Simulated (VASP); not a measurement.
# In3Cu (R-3m) in VASP: further runs

Runs on In3Cu. Level: LDA. Tasks: single point.

Program: VASP 6.6.1. These are calculated values, not measurements. Logs are shortened: lines on timing, memory, paths and dates and some standing lists are left out, and cuts for length are marked.

## (1) The cell of the first run

It takes space group R-3m (No. 166, trigonal). Conventional cell: a = 5.908 Å, b = 5.908 Å, c = 7.633 Å, α = 90.00°, β = 90.00°, γ = 120.00°. Within 3.9 Å of In (site symmetry 2/m) lie 8 In at 2.95 to 3.06 Å and 4 Cu at 2.95 to 3.06 Å. Cu (site symmetry -3m) has 12 In at 2.95 to 3.06 Å within 3.9 Å.

## (2) Single point, LDA (19.23 Å³/atom)

File INCAR:

```
SYSTEM = In3Cu
PREC = Accurate
ENCUT = 520
EDIFF = 1E-7
ISMEAR = 0
SIGMA = 0.15
LREAL = .FALSE.
LASPH = .TRUE.
NELM = 100
ALGO = Fast
ISIF = 2
LWAVE = .FALSE.
LCHARG = .FALSE.
NBANDS = 33
```

File KPOINTS:

```
Automatic mesh
0
G
  10 10 10
  0 0 0
```

File POSCAR:

```
In3Cu
1.0
    4.2540574233      0.0764502120      0.0764502120
    0.0764502120      4.2540574233      0.0764502120
    0.0764502120      0.0764502120      4.2540574233
In Cu
3 1
Direct
    0.0000000000      0.5000000000      0.5000000000
    0.5000000000      0.0000000000      0.5000000000
    0.5000000000      0.5000000000      0.0000000000
    0.0000000000      0.0000000000      0.0000000000
```

Potentials or basis: VASP PAW LDA potentials, release 64 (In_d, Cu).

The run is started by

```console
$ cat potpaw_LDA.64/In_d/POTCAR potpaw_LDA.64/Cu/POTCAR > POTCAR
$ mpirun -np 1 vasp_std > vasp.out
```

OUTCAR:

```text
SYSTEM = In3Cu
   PREC = Accurate
   ENCUT = 520
   EDIFF = 1E-7
   ISMEAR = 0
   LREAL = .FALSE.
   LASPH = .TRUE.
   NELM = 100
   ISIF = 2

 ion  position               nearest neighbor table
   1  0.000  0.500  0.500-   3 2.95   4 2.95   2 2.95   4 2.95   2 2.95   3 2.95   4 3.06   3 3.06
                             4 3.06   3 3.06   2 3.06   2 3.06
   2  0.500  0.000  0.500-   3 2.95   4 2.95   1 2.95   3 2.95   1 2.95   4 2.95   3 3.06   3 3.06
                             4 3.06   4 3.06   1 3.06   1 3.06
   3  0.500  0.500  0.000-   1 2.95   2 2.95   2 2.95   4 2.95   1 2.95   4 2.95   2 3.06   1 3.06
                             2 3.06   1 3.06   4 3.06   4 3.06
   4  0.000  0.000  0.000-   1 2.95   2 2.95   1 2.95   3 2.95   2 2.95   3 2.95   1 3.06   1 3.06
                             2 3.06   2 3.06   3 3.06   3 3.06

  LATTYP: Found a trigonal (rhomboedric) cell.
 ALAT       =     4.2554310981
 COS(alpha) =     0.0362418088

  Lattice vectors:

 A1 = (   4.2540574233,   0.0764502120,   0.0764502120)
 A2 = (   0.0764502120,   4.2540574233,   0.0764502120)
 A3 = (   0.0764502120,   0.0764502120,   4.2540574233)

Analysis of symmetry for initial positions (statically):
=====================================================================
 Subroutine PRICEL returns:
 Original cell was already a primitive cell.

 Routine SETGRP: Setting up the symmetry group for a
 trigonal (rhombohedral) supercell.

 Subroutine GETGRP returns: Found 12 space group operations
 (whereof 12 operations were pure point group operations)
 out of a pool of 12 trial point group operations.

The static configuration has the point symmetry D_3d.

Analysis of symmetry for dynamics (positions and initial velocities):
=====================================================================
 Subroutine PRICEL returns:
 Original cell was already a primitive cell.

 Routine SETGRP: Setting up the symmetry group for a
 trigonal (rhombohedral) supercell.

 Subroutine GETGRP returns: Found 12 space group operations
 (whereof 12 operations were pure point group operations)
 out of a pool of 12 trial point group operations.

The dynamic configuration has the point symmetry D_3d.

 Subroutine INISYM returns: Found 12 space group operations
 (whereof 12 operations are pure point group operations),
 and found     1 'primitive' translations

----------------------------------------------------------------------------------------

                                     Primitive cell

  volume of cell :      76.9120

  direct lattice vectors                    reciprocal lattice vectors
     4.254057423  0.076450212  0.076450212     0.235218951 -0.004152524 -0.004152524
     0.076450212  4.254057423  0.076450212    -0.004152524  0.235218951 -0.004152524
     0.076450212  0.076450212  4.254057423    -0.004152524 -0.004152524  0.235218951

  length of vectors
     4.255431098  4.255431098  4.255431098     0.235292247  0.235292247  0.235292247

  position of ions in fractional coordinates (direct lattice)
     0.000000000  0.500000000  0.500000000
     0.500000000  0.000000000  0.500000000
     0.500000000  0.500000000  0.000000000
     0.000000000  0.000000000  0.000000000

  ion indices of the primitive-cell ions
   primitive index   ion index
                 1           1
                 2           2
                 3           3
                 4           4

----------------------------------------------------------------------------------------

 KPOINTS: Automatic mesh

Automatic generation of k-mesh.
 Grid dimensions read from file:
 generate k-points for:   10   10   10

 Generating k-lattice:

  Cartesian coordinates                     Fractional coordinates (reciprocal lattice)
     0.023521895 -0.000415252 -0.000415252     0.100000000  0.000000000  0.000000000
    -0.000415252  0.023521895 -0.000415252     0.000000000  0.100000000  0.000000000
    -0.000415252 -0.000415252  0.023521895     0.000000000  0.000000000  0.100000000

  Length of vectors
     0.023529225  0.023529225  0.023529225

  Shift w.r.t. Gamma in fractional coordinates (k-lattice)
     0.000000000  0.000000000  0.000000000

 Subroutine IBZKPT returns following result:
 ===========================================

 Found    116 irreducible k-points:

 Following reciprocal coordinates:
            Coordinates               Weight
  0.000000  0.000000  0.000000      1.000000
  0.100000 -0.000000  0.000000      6.000000
  0.200000 -0.000000  0.000000      6.000000
  0.300000  0.000000  0.000000      6.000000
  0.400000 -0.000000 -0.000000      6.000000
  0.500000  0.000000  0.000000      3.000000
[... 16 lines left out ...]
  0.300000  0.300000 -0.000000      6.000000
  0.400000  0.300000  0.000000     12.000000
 [... further k-points ...]
   k-points           NKPTS =    116   k-points in BZ     NKDIM =    116   number of bands    NBANDS=     33
   number of dos      NEDOS =    301   number of ions     NIONS =      4
   total plane-waves  NPLWV =  32768
   dimension x,y,z NGX =    32 NGY =   32 NGZ =   32
   dimension x,y,z NGXF=    64 NGYF=   64 NGZF=   64
   ions per type =               3   1
   NGX,Y,Z   is equivalent  to a cutoff of  12.50, 12.50, 12.50 a.u.
   NGXF,Y,Z  is equivalent  to a cutoff of  25.00, 25.00, 25.00 a.u.
 SYSTEM =  In3Cu
   PREC   = accura    normal or accurate (medium, high low for compatibility)
   ISTART =      0    job   : 0-new  1-cont  2-samecut
   ICHARG =      2    charge: 1-file 2-atom 10-const
   ISPIN  =      1    spin polarized calculation?
   LNONCOLLINEAR =      F non collinear calculations
   LSORBIT =      F    spin-orbit coupling
   LASPH  =      T    aspherical Exc in radial PAW
   ENCUT  =  520.0 eV  38.22 Ry    6.18 a.u.   7.91  7.91  7.91*2*pi/ulx,y,z
   NELM   =    100;   NELMIN=  2; NELMDL= -5     # of ELM steps
   EDIFF  = 0.1E-06   stopping-criterion for ELM
   LREAL  =      F    real-space projection
   EDIFFG = 0.1E-05   stopping-criterion for IOM
   NSW    =      0    number of steps for IOM
   IBRION =     -1    ionic relax: 0-MD 1-quasi-New 2-CG
   NFREE  =      0    steps in history (QN), initial steepest desc. (CG)
   ISIF   =      2    stress and relaxation
   ISYM   =      2    0-nonsym 1-usesym 2-fastsym
   POTIM  = 0.5000    time-step for ionic-motion
   TEBEG  =    0.0;   TEEND  =   0.0 temperature during run
   PSTRESS=    0.0 pullay stress
   NELECT =      50.0000    total number of electrons
   NUPDOWN=      -1.0000    fix difference up-down
   EMIN   =  10.00;   EMAX   =-10.00  energy-range for DOS
   EFERMI =   0.00;   METHOD = LEGACY
   ISMEAR =     0;   SIGMA  =   0.15  broadening in eV -4-tet -1-fermi 0-gaus
   EFERMI_NEDOS =   21; number of points for ismear=-14 and -15
   IALGO  =     68    algorithm
   IMIX   =      4    mixing-type and parameters
     AMIX     =   0.40;   BMIX     =  1.00
     AMIX_MAG =   1.60;   BMIX_MAG =  1.00
  volume/ion in A,a.u.               =      19.23       129.76
  Fermi-wavevector in a.u.,A,eV,Ry     =   1.418187  2.679985 27.364772  2.011254
  Thomas-Fermi vector in A             =   2.539339
   LORBIT       =      0    0 simple, 1 ext, 2 COOP (PROOUT), +10 PAW based schemes
   GGA     = CA    functional components
   LHFCALC =     F    Hartree Fock is set to
   AEXX    =    0.0000 exact exchange contribution
   IVDW    =     0    specifies the selected vdW correction
   LEPSILON=     F    determine dielectric tensor
   LRPA    =     F    only Hartree local field effects (RPA)
 non-spin polarized calculation
 RMM-DIIS sequential band-by-band and
 Gauss-broadening in eV      SIGMA  =   0.15
  energy-cutoff  :      520.00
  volume of cell :       76.91
 maximum number of plane-waves:      2089
   NGX = 15   NGY = 15   NGZ = 15

 number of electron      50.0000072 magnetization

 Free energy of the ion-electron system (eV)
  ---------------------------------------------------
  ext. energy  EPLUGINS =         0.00000000
  ---------------------------------------------------
  free energy    TOTEN  =       -13.56399203 eV

  energy without entropy =      -13.54344267  energy(sigma->0) =      -13.55371735

 E-fermi :   9.3661     XC(G=0): -11.7172

 val. band max:        9.3656050127   @ k =   0.4000   0.1000   0.0000
 cond. band min:       9.3663251053   @ k =  -0.3000   0.2000   0.0000
 fundamental gap:      0.0007200926
 Fermi energy:         9.3660787949

 k-point     1 :       0.0000    0.0000    0.0000
  band No.  band energies     occupation
      1      -6.1032      2.00000
      2      -6.0433      2.00000
      3      -6.0069      2.00000
      4      -6.0069      2.00000
      5      -5.7027      2.00000
      6      -5.7027      2.00000
[... 25 lines left out ...]
     32      15.7701      0.00000
     33      15.7701      0.00000

 k-point     2 :       0.1000   -0.0000    0.0000
  band No.  band energies     occupation
      1      -6.0840      2.00000
      2      -6.0266      2.00000
      3      -5.9959      2.00000
      4      -5.9849      2.00000
      5      -5.6980      2.00000
      6      -5.6858      2.00000
[... 25 lines left out ...]
     32      15.2789      0.00000
     33      15.8095      0.00000

 k-point     3 :       0.2000   -0.0000    0.0000
  band No.  band energies     occupation
      1      -6.0374      2.00000
      2      -5.9880      2.00000
      3      -5.9470      2.00000
      4      -5.9202      2.00000
      5      -5.6852      2.00000
      6      -5.6381      2.00000
[... 25 lines left out ...]
     32      14.9936      0.00000
     33      16.1493      0.00000

 k-point     4 :       0.3000    0.0000    0.0000
  band No.  band energies     occupation
      1      -6.0018      2.00000
      2      -5.9181      2.00000
      3      -5.8519      2.00000
      4      -5.8172      2.00000
      5      -5.6669      2.00000
      6      -5.5681      2.00000
[... 673 lines left out ...]
     32      14.6310      0.00000
     33      15.5030      0.00000

 k-point    23 :       0.3000    0.3000   -0.0000
  band No.  band energies     occupation
      1      -5.9153      2.00000
      2      -5.8685      2.00000
      3      -5.7451      2.00000
      4      -5.7338      2.00000
      5      -5.5988      2.00000
      6      -5.5090      2.00000
[... 25 lines left out ...]
     32      15.3524      0.00000
     33      15.9352      0.00000

 k-point    24 :       0.4000    0.3000    0.0000
  band No.  band energies     occupation
      1      -5.8613      2.00000
      2      -5.8299      2.00000
      3      -5.6657      2.00000
      4      -5.6539      2.00000
      5      -5.6039      2.00000
      6      -5.5194      2.00000
[... 25 lines left out ...]
     32      15.5625      0.00000
     33      16.4238      0.00000

 [... further k-points ...]

------------------------ aborting loop because EDIFF is reached ----------------------------------------

  FORCE on cell =-STRESS in cart. coord.  units (eV):
  Direction    XX          YY          ZZ          XY          YZ          ZX
  --------------------------------------------------------------------------------------
  -------------------------------------------------------------------------------------
  Total        1.9186519      1.9186519      1.9186519     -0.1938815     -0.1938815     -0.1938815
  in kB       39.9680223     39.9680223     39.9680223     -4.0388051     -4.0388051     -4.0388051
  external PRESSURE =      39.9680223 kB  Pullay stress =       0.0000000 kB

 VOLUME and BASIS-vectors are now :
 -----------------------------------------------------------------------------
  energy-cutoff  :      520.00
  volume of cell :       76.91
      direct lattice vectors                 reciprocal lattice vectors
     4.254057423  0.076450212  0.076450212     0.235218951 -0.004152524 -0.004152524
     0.076450212  4.254057423  0.076450212    -0.004152524  0.235218951 -0.004152524
     0.076450212  0.076450212  4.254057423    -0.004152524 -0.004152524  0.235218951

 POSITION                                       TOTAL-FORCE (eV/Angst)
 -----------------------------------------------------------------------------------
      0.07645      2.16525      2.16525        -0.000000      0.000000      0.000000
      2.16525      0.07645      2.16525        -0.000000     -0.000000     -0.000000
      2.16525      2.16525      0.07645         0.000000     -0.000000      0.000000
      0.00000      0.00000      0.00000         0.000000     -0.000000      0.000000
 -----------------------------------------------------------------------------------
    total drift:                                0.000000     -0.000000     -0.000000

  FREE ENERGIE OF THE ION-ELECTRON SYSTEM (eV)
  ---------------------------------------------------
  free  energy   TOTEN  =       -13.5639920326 eV

  energy  without entropy=      -13.5434426737  energy(sigma->0) =      -13.55371735
```

It took 12 min on 1 thread of Intel Xeon 8259CL, shared host; peak memory 0.34 GiB.

What came out:

| Quantity | Value |
| --- | --- |
| Free energy | -13.5640 eV |
| Pressure | 4.0 GPa |
| Band gap on the k mesh | zero (bands 25 and 26 overlap by 4.28 eV) |

Levels at points of the mesh, in eV from the Fermi level:
```tsv
k point	band 21	band 22	band 23	band 24	band 25	band 26	band 27	band 28	band 29	band 30
(0.00, 0.00, 0.00)	-2.96	-2.51	-2.36	-2.36	-0.37	-0.37	0.71	4.94	4.94	5.38
(0.50, 0.00, 0.00)	-2.98	-2.95	-0.35	0.08	0.49	1.05	1.07	1.47	2.39	2.70
(0.50, 0.50, 0.00)	-3.22	-2.94	-2.81	-2.67	2.25	2.32	3.22	3.32	3.37	3.52
(0.50, 0.50, 0.50)	-3.54	-3.54	-2.90	-2.90	-2.27	-2.03	-2.03	-1.27	10.47	10.47
```

Caveat: the cell stands under pressure; spin-orbit coupling is left out, which moves the levels of the heavy elements.

## (3) Single point, LDA (19.23 Å³/atom)

File INCAR:

```
  PREC = Accurate
  ENCUT = 520
  EDIFF = 1E-6
  ISMEAR = 0
  SIGMA = 0.15
  LREAL = False
  LASPH = True
  NELM = 100
  ALGO = Fast
  ISIF = 2
  LWAVE = False
  LCHARG = True
  GGA = CA
  LELF = True
  LVHAR = True
  NBANDS = 33
```

File KPOINTS:

```
Automatic mesh
0
Gamma
  10 10 10
```

File POSCAR:

```
In3Cu
1.0
    4.2540391292     -0.0750373252     -0.0750373252
   -0.0750373252      4.2540391292     -0.0750373252
   -0.0750373252     -0.0750373252      4.2540391292
In Cu
3 1
Direct
    0.0000000000      0.5000000000      0.5000000000
    0.5000000000      0.0000000000      0.5000000000
    0.5000000000      0.5000000000      0.0000000000
    0.0000000000      0.0000000000      0.0000000000
```

Potentials or basis: VASP PAW LDA potentials, release 64 (In_d, Cu).

The run is started by

```console
$ cat potpaw_LDA.64/In_d/POTCAR potpaw_LDA.64/Cu/POTCAR > POTCAR
$ mpirun -np 1 vasp_std > vasp.out
```

It took 8.1 min on 1 thread of Intel Xeon 8259CL, shared host; peak memory 0.34 GiB.

It converged, with:

```yaml
Free_energy: -13.5728 eV
Pressure: 4.1 GPa
Band_gap_on_the_k_mesh: zero (bands 25 and 26 overlap by 4.49 eV)
```

Levels at points of the mesh, in eV from the Fermi level:
```tsv
k point	band 23	band 24	band 25	band 26	band 27	band 28
(0.00, 0.00, 0.00)	-2.45	-2.31	-0.37	-0.37	0.71	4.80
(0.50, 0.00, 0.00)	-0.33	0.18	0.36	0.87	1.25	1.52
(0.50, 0.50, 0.00)	-2.81	-2.67	2.33	2.45	2.98	3.29
(0.50, 0.50, 0.50)	-2.90	-2.90	-2.17	-2.17	-2.04	-1.22
```

Caveat: the cell stands under pressure; spin-orbit coupling is left out, which moves the levels of the heavy elements.

The gap in the log of VASP goes by the Fermi energy; the results here count the filled bands.